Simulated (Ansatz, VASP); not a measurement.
# CdS in VASP and in Ansatz

```
CELL_PARAMETERS angstrom
0.00000 2.94829 2.94829
2.94829 0.00000 2.94829
2.94829 2.94829 0.00000
ATOMIC_POSITIONS crystal
Cd 0.00000 0.00000 0.00000
S 0.75000 0.75000 0.75000
```

Change from the starting cell: volume scaled by 1.04, PAW files.

Alike in both runs: task electric field gradients; functional PBE; k mesh 8 × 8 × 8; occupations fermi-dirac, width 0.01 eV; no spin polarisation.

|  | VASP | Ansatz |
| --- | --- | --- |
| version | VASP 6.6.1 | Ansatz 0.2.0 |
| potentials or method | VASP PAW PBE potentials, release 64 (Cd, S) | PAW with Ansatz's default frozen-core files, scalar-relativistic |
| plane-wave cutoff (eV) | 520 | 420 |
| valence electrons in the cell | 18 | 26 |

Ansatz gave:

- gap on the k mesh at the Fermi level (eV): 1.08
- pressure (GPa): 0.8

Problem. What did VASP give for the same quantities?

Solution. gap on the k mesh at the Fermi level (eV): 1.08; pressure (GPa): 1.2.

The functional is the same, so the differences come from potentials, cutoffs and numerics. VASP's potentials hold 18 valence electrons a cell and Ansatz's 26, so a difference there can come from the potentials and not from the codes.
